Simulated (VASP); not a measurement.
The system is Te.

```
Te
1.0
     3.87056   -2.17647    0.00000
     3.87056    2.17647    0.00000
    -0.09553    0.00000    6.05473
Te
3
Cartesian
  0.0000 0.0000 0.0000
  2.3631 0.0000 2.0514
  5.2825 0.0000 4.0033
```

Base run:

```yaml
Program: VASP 6.6.1
Functional: r2SCAN
Potentials_or_basis: VASP PAW PBE potentials, release 64 (Te)
Cutoff: 520 eV
k_mesh: 7 × 7 × 5
Occupations: fermi-dirac, width 0.05 eV
Spin: no spin polarisation
```

Its results: band gap on the k mesh 0.05 eV, indirect (least direct gap 0.19 eV); pressure -1.8 GPa; largest force 0.099 eV/Å.

Q: The run is repeated on the same cell with these changes: functional from r2SCAN to LDA; potentials or basis from VASP PAW PBE potentials, release 64 (Te) to VASP PAW LDA potentials, release 64 (Te). What comes out?

A: Band gap on the k mesh 0.07 eV, indirect (least direct gap 0.20 eV); pressure -4.4 GPa; largest force 0.023 eV/Å.

Caveats: spin-orbit coupling is left out, which moves the levels of the heavy elements; the PAW data sets were made with another functional, which shifts forces and pressure a little (some runs).

A k mesh can miss the band edges.
